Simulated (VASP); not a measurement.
# O (Fm-3m) in VASP: single point with PBE

Aim: the single point of O with PBE.

Program: VASP 6.6.1. These are calculated values, not measurements. Logs are shortened: lines on timing, memory, paths and dates and some standing lists are left out, and cuts for length are marked.

**1. The cell of the first run**

The structure is cubic, space group Fm-3m (No. 225). Conventional cell: a = 3.178 Å, b = 3.178 Å, c = 3.178 Å, α = 90.00°, β = 90.00°, γ = 90.00°. O (site symmetry m-3m) has 12 O at 2.25 Å within 3.0 Å.

**2. Single point, PBE**

INCAR reads:

```
ALGO     = Normal         # electronic algorithm
EDIFF    = 1E-7           # SCF threshold, eV
ENCUT    = 520            # plane-wave cutoff, eV
GGA      = PE             # functional
ISIF     = 2              # what is computed and relaxed
ISMEAR   = -1             # smearing method
LASPH    = True           # aspherical terms in the spheres
LCHARG   = True           # write CHGCAR
LELF     = True           # ELF
LREAL    = False          # projectors in reciprocal space
LVHAR    = True         
LWAVE    = False          # write WAVECAR
NBANDS   = 9              # bands
NELM     = 80             # most SCF steps
PREC     = Accurate       # precision mode
SIGMA    = 0.1            # smearing width, eV
```

KPOINTS reads:

```
k-points
0
Gamma
  20 20 20
```

POSCAR reads:

```
O
1.0
    0.0000000000      1.5890023985      1.5890023985
    1.5890023985      0.0000000000      1.5890023985
    1.5890023985      1.5890023985      0.0000000000
O
1
Direct
    0.0000000000      0.0000000000      0.0000000000
```

Potentials or basis: VASP PAW PBE potentials, release 64 (O).

Started as:

```bash
$ cat potpaw_PBE.64/O/POTCAR > POTCAR
$ mpirun -np 1 vasp_std > vasp.out
```

OUTCAR:

```text
EDIFF = 1E-7
   ENCUT = 520
   GGA = PE
   ISIF = 2
   ISMEAR = -1
   LASPH = True
   LREAL = False
   NELM = 80
   PREC = Accurate

 ion  position               nearest neighbor table
   1  0.000  0.000  0.000-

  LATTYP: Found a face centered cubic cell.
 ALAT       =     3.1780047970

  Lattice vectors:

 A1 = (   0.0000000000,   1.5890023985,   1.5890023985)
 A2 = (   1.5890023985,   0.0000000000,   1.5890023985)
 A3 = (   1.5890023985,   1.5890023985,   0.0000000000)

Analysis of symmetry for initial positions (statically):
=====================================================================
 Subroutine PRICEL returns:
 Original cell was already a primitive cell.

 Routine SETGRP: Setting up the symmetry group for a
 face centered cubic supercell.

 Subroutine GETGRP returns: Found 48 space group operations
 (whereof 48 operations were pure point group operations)
 out of a pool of 48 trial point group operations.

The static configuration has the point symmetry O_h .

Analysis of symmetry for dynamics (positions and initial velocities):
=====================================================================
 Subroutine PRICEL returns:
 Original cell was already a primitive cell.

 Routine SETGRP: Setting up the symmetry group for a
 face centered cubic supercell.

 Subroutine GETGRP returns: Found 48 space group operations
 (whereof 48 operations were pure point group operations)
 out of a pool of 48 trial point group operations.

The dynamic configuration has the point symmetry O_h .

 Subroutine INISYM returns: Found 48 space group operations
 (whereof 48 operations are pure point group operations),
 and found     1 'primitive' translations

----------------------------------------------------------------------------------------

                                     Primitive cell

  volume of cell :       8.0242

  direct lattice vectors                    reciprocal lattice vectors
     0.000000000  1.589002398  1.589002398    -0.314662835  0.314662835  0.314662835
     1.589002398  0.000000000  1.589002398     0.314662835 -0.314662835  0.314662835
     1.589002398  1.589002398  0.000000000     0.314662835  0.314662835 -0.314662835

  length of vectors
     2.247188743  2.247188743  2.247188743     0.545012018  0.545012018  0.545012018

  position of ions in fractional coordinates (direct lattice)
     0.000000000  0.000000000  0.000000000

  ion indices of the primitive-cell ions
   primitive index   ion index
                 1           1

----------------------------------------------------------------------------------------

 KPOINTS: k-points

Automatic generation of k-mesh.
 Grid dimensions read from file:
 generate k-points for:   20   20   20

 Generating k-lattice:

  Cartesian coordinates                     Fractional coordinates (reciprocal lattice)
    -0.015733142  0.015733142  0.015733142     0.050000000  0.000000000  0.000000000
     0.015733142 -0.015733142  0.015733142     0.000000000  0.050000000  0.000000000
     0.015733142  0.015733142 -0.015733142     0.000000000  0.000000000  0.050000000

  Length of vectors
     0.027250601  0.027250601  0.027250601

  Shift w.r.t. Gamma in fractional coordinates (k-lattice)
     0.000000000  0.000000000  0.000000000

 Subroutine IBZKPT returns following result:
 ===========================================

 Found    256 irreducible k-points:

 Following reciprocal coordinates:
            Coordinates               Weight
  0.000000  0.000000  0.000000      1.000000
  0.050000  0.000000  0.000000      8.000000
  0.100000  0.000000  0.000000      8.000000
  0.150000  0.000000  0.000000      8.000000
  0.200000  0.000000  0.000000      8.000000
  0.250000  0.000000  0.000000      8.000000
[... 16 lines left out ...]
 -0.400000  0.050000  0.000000     24.000000
 -0.350000  0.050000  0.000000     24.000000
 [... further k-points ...]
   k-points           NKPTS =    256   k-points in BZ     NKDIM =    256   number of bands    NBANDS=      9
   number of dos      NEDOS =    301   number of ions     NIONS =      1
   total plane-waves  NPLWV =   5832
   dimension x,y,z NGX =    18 NGY =   18 NGZ =   18
   dimension x,y,z NGXF=    36 NGYF=   36 NGZF=   36
   ions per type =               1
   NGX,Y,Z   is equivalent  to a cutoff of  13.32, 13.32, 13.32 a.u.
   NGXF,Y,Z  is equivalent  to a cutoff of  26.63, 26.63, 26.63 a.u.
 SYSTEM =  unknown system
   PREC   = accura    normal or accurate (medium, high low for compatibility)
   ISTART =      0    job   : 0-new  1-cont  2-samecut
   ICHARG =      2    charge: 1-file 2-atom 10-const
   ISPIN  =      1    spin polarized calculation?
   LNONCOLLINEAR =      F non collinear calculations
   LSORBIT =      F    spin-orbit coupling
   LASPH  =      T    aspherical Exc in radial PAW
   ENCUT  =  520.0 eV  38.22 Ry    6.18 a.u.   4.18  4.18  4.18*2*pi/ulx,y,z
   NELM   =     80;   NELMIN=  2; NELMDL= -5     # of ELM steps
   EDIFF  = 0.1E-06   stopping-criterion for ELM
   LREAL  =      F    real-space projection
   EDIFFG = 0.1E-05   stopping-criterion for IOM
   NSW    =      0    number of steps for IOM
   IBRION =     -1    ionic relax: 0-MD 1-quasi-New 2-CG
   NFREE  =      0    steps in history (QN), initial steepest desc. (CG)
   ISIF   =      2    stress and relaxation
   ISYM   =      2    0-nonsym 1-usesym 2-fastsym
   POTIM  = 0.5000    time-step for ionic-motion
   TEBEG  =    0.0;   TEEND  =   0.0 temperature during run
   PSTRESS=    0.0 pullay stress
   NELECT =       6.0000    total number of electrons
   NUPDOWN=      -1.0000    fix difference up-down
   EMIN   =  10.00;   EMAX   =-10.00  energy-range for DOS
   EFERMI =   0.00;   METHOD = LEGACY
   ISMEAR =    -1;   SIGMA  =   0.10  broadening in eV -4-tet -1-fermi 0-gaus
   EFERMI_NEDOS =   21; number of points for ismear=-14 and -15
   IALGO  =     38    algorithm
   IMIX   =      4    mixing-type and parameters
     AMIX     =   0.40;   BMIX     =  1.00
     AMIX_MAG =   1.60;   BMIX_MAG =  1.00
  volume/ion in A,a.u.               =       8.02        54.15
  Fermi-wavevector in a.u.,A,eV,Ry     =   1.485904  2.807951 30.040441  2.207910
  Thomas-Fermi vector in A             =   2.599257
   LORBIT       =      0    0 simple, 1 ext, 2 COOP (PROOUT), +10 PAW based schemes
   GGA     = PE    functional components
[... 5 lines left out ...]
 non-spin polarized calculation
  energy-cutoff  :      520.00
  volume of cell :        8.02
 maximum number of plane-waves:       228
 NGX is ok and might be reduce to    18
   NGX =  9   NGY =  9   NGZ =  9

 number of electron       6.0000004 magnetization

 Free energy of the ion-electron system (eV)
  ---------------------------------------------------
  ext. energy  EPLUGINS =         0.00000000
  ---------------------------------------------------
  free energy    TOTEN  =        -2.30709504 eV

  energy without entropy =       -2.26489340  energy(sigma->0) =       -2.28599422

 E-fermi :   1.8666     XC(G=0): -12.0513

 val. band max:        1.8643218319   @ k =  -0.3000   0.1500   0.0500
 cond. band min:       1.8693308203   @ k =  -0.1500   0.2000   0.0500
 fundamental gap:      0.0050089885
 Fermi energy:         1.8665792079

 k-point     1 :       0.0000    0.0000    0.0000
  band No.  band energies     occupation
      1     -19.1715      2.00000
      2       3.6906      0.00000
      3       3.6906      0.00000
      4       3.6906      0.00000
      5      20.0131      0.00000
      6      36.3624      0.00000
      7      36.3624      0.00000
      8      36.3624      0.00000
      9      41.0377      0.00000

 k-point     2 :       0.0500    0.0000    0.0000
  band No.  band energies     occupation
      1     -19.1016      2.00000
      2       3.4883      0.00000
      3       3.6691      0.00000
      4       3.6691      0.00000
      5      20.1489      0.00000
      6      35.2925      0.00000
      7      36.4491      0.00000
      8      36.4491      0.00000
      9      42.2328      0.00000

 k-point     3 :       0.1000    0.0000    0.0000
  band No.  band energies     occupation
      1     -18.8909      2.00000
      2       2.9100      0.00006
      3       3.6090      0.00000
      4       3.6090      0.00000
      5      20.5293      0.00000
      6      33.4241      0.00000
      7      36.6616      0.00000
      8      36.6616      0.00000
      9      43.9768      0.00000

 k-point     4 :       0.1500    0.0000    0.0000
  band No.  band energies     occupation
      1     -18.5460      2.00000
      2       2.0240      0.34314
      3       3.5174      0.00000
      4       3.5174      0.00000
      5      21.0829      0.00000
      6      31.6199      0.00000
      7      36.8342      0.00000
      8      36.8342      0.00000
      9      43.7791      0.00000

 k-point     5 :       0.2000    0.0000    0.0000
  band No.  band energies     occupation
      1     -18.0788      2.00000
      2       0.9180      1.99985
      3       3.4045      0.00000
      4       3.4045      0.00000
      5      21.7178      0.00000
      6      30.0634      0.00000
      7      36.7186      0.00000
      8      36.7186      0.00000
      9      42.6556      0.00000

 k-point     6 :       0.2500    0.0000    0.0000
  band No.  band energies     occupation
      1     -17.5087      2.00000
      2      -0.3156      2.00000
      3       3.2825      0.00000
      4       3.2825      0.00000
      5      22.3360      0.00000
      6      28.8064      0.00000
      7      36.2334      0.00000
      8      36.2334      0.00000
      9      41.6095      0.00000
[... 169 lines left out ...]
 k-point    21 :       0.5000    0.0500    0.0000
  band No.  band energies     occupation
      1     -14.9608      2.00000
      2      -4.6695      2.00000
      3       2.7610      0.00026
      4       2.8597      0.00010
      5      23.5822      0.00000
      6      26.5325      0.00000
      7      33.2806      0.00000
      8      34.1520      0.00000
      9      40.8650      0.00000

 k-point    22 :      -0.4500    0.0500    0.0000
  band No.  band energies     occupation
      1     -15.0166      2.00000
      2      -4.5847      2.00000
      3       2.7274      0.00037
      4       2.9047      0.00006
      5      23.5811      0.00000
      6      26.5555      0.00000
      7      33.3195      0.00000
      8      34.1618      0.00000
      9      40.8958      0.00000

 k-point    23 :      -0.4000    0.0500    0.0000
  band No.  band energies     occupation
      1     -15.3775      2.00000
      2      -4.0256      2.00000
      3       2.7337      0.00034
      4       2.9824      0.00003
      5      23.5326      0.00000
      6      26.7063      0.00000
      7      33.5134      0.00000
      8      34.3927      0.00000
      9      41.0415      0.00000

 k-point    24 :      -0.3500    0.0500    0.0000
  band No.  band energies     occupation
      1     -15.9410      2.00000
      2      -3.1071      2.00000
      3       2.7799      0.00022
      4       3.0865      0.00001
      5      23.3840      0.00000
      6      27.0321      0.00000
      7      33.8670      0.00000
      8      34.8406      0.00000
      9      41.3402      0.00000

 [... further k-points ...]
[... 5 lines left out ...]
  --------------------------------------------------------------------------------------
  -------------------------------------------------------------------------------------
  Total       -0.0228333     -0.0228333     -0.0228333      0.0000000      0.0000000     -0.0000000
  in kB       -4.5590582     -4.5590582     -4.5590582      0.0000000      0.0000000     -0.0000000
  external PRESSURE =      -4.5590582 kB  Pullay stress =       0.0000000 kB

 VOLUME and BASIS-vectors are now :
 -----------------------------------------------------------------------------
  energy-cutoff  :      520.00
  volume of cell :        8.02
      direct lattice vectors                 reciprocal lattice vectors
     0.000000000  1.589002398  1.589002398    -0.314662835  0.314662835  0.314662835
     1.589002398  0.000000000  1.589002398     0.314662835 -0.314662835  0.314662835
     1.589002398  1.589002398  0.000000000     0.314662835  0.314662835 -0.314662835

 POSITION                                       TOTAL-FORCE (eV/Angst)
 -----------------------------------------------------------------------------------
      0.00000      0.00000      0.00000         0.000000     -0.000000      0.000000
 -----------------------------------------------------------------------------------
    total drift:                                0.000000     -0.000000     -0.000000

  FREE ENERGIE OF THE ION-ELECTRON SYSTEM (eV)
  ---------------------------------------------------
  free  energy   TOTEN  =        -2.3070950363 eV

  energy  without entropy=       -2.2648933970  energy(sigma->0) =       -2.28599422
```

It took 29 s on 1 thread of Intel Xeon 8259CL, shared host; peak memory 0.12 GiB.

What came out:

```
Free energy            : -2.3071 eV
Pressure               : -0.5 GPa
Band gap on the k mesh : zero (band 3 reaches 3.69 eV, above the bottom of band 4 at 0.37 eV)
```
